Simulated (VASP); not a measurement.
Input of a VASP 6.6.1 run:

The input INCAR:

```
SYSTEM = Sn
ALGO     = Normal         ! electronic algorithm
EDIFF    = 1E-6           ! SCF threshold, eV
ENCUT    = 520            ! plane-wave cutoff, eV
GGA      = CA             ! functional
ISIF     = 2              ! what is computed and relaxed
ISMEAR   = -1             ! smearing method
LASPH    = .True.         ! aspherical terms in the spheres
LCHARG   = .False.        ! write CHGCAR
LREAL    = .False.        ! projectors in reciprocal space
LWAVE    = .False.        ! write WAVECAR
NBANDS   = 21             ! bands
NELM     = 100            ! most SCF steps
PREC     = Accurate       ! precision mode
SIGMA    = 0.1            ! smearing width, eV
```

The input KPOINTS:

```
k-points
0
Gamma
  4 4 4
  0 0 0
```

Contents of POSCAR:

```
Sn
1.0
    0.0000000000      3.2380799619      3.2380799619
    3.2380799619      0.0000000000      3.2380799619
    3.2380799619      3.2380799619      0.0000000000
Sn
2
Direct
    0.5000000000      0.5000000000      0.5000000000
    0.7500000000      0.7500000000      0.7500000000
```

Potentials or basis: VASP PAW LDA potentials, release 64 (Sn_d).

Run with:

```console
$ cat potpaw_LDA.64/Sn_d/POTCAR > POTCAR
$ mpirun -np 1 vasp_std > vasp.out
```

(1) Estimate the pressure.

(2) Predict the band gap on the k mesh.

Answers

(1) 0.6 GPa.

(2) zero (band 14 reaches 5.55 eV, above the bottom of band 15 at 5.37 eV).

Caveat: the k points lie up to 0.42 Å⁻¹ apart; spin-orbit coupling is left out, which moves the levels of the heavy elements.
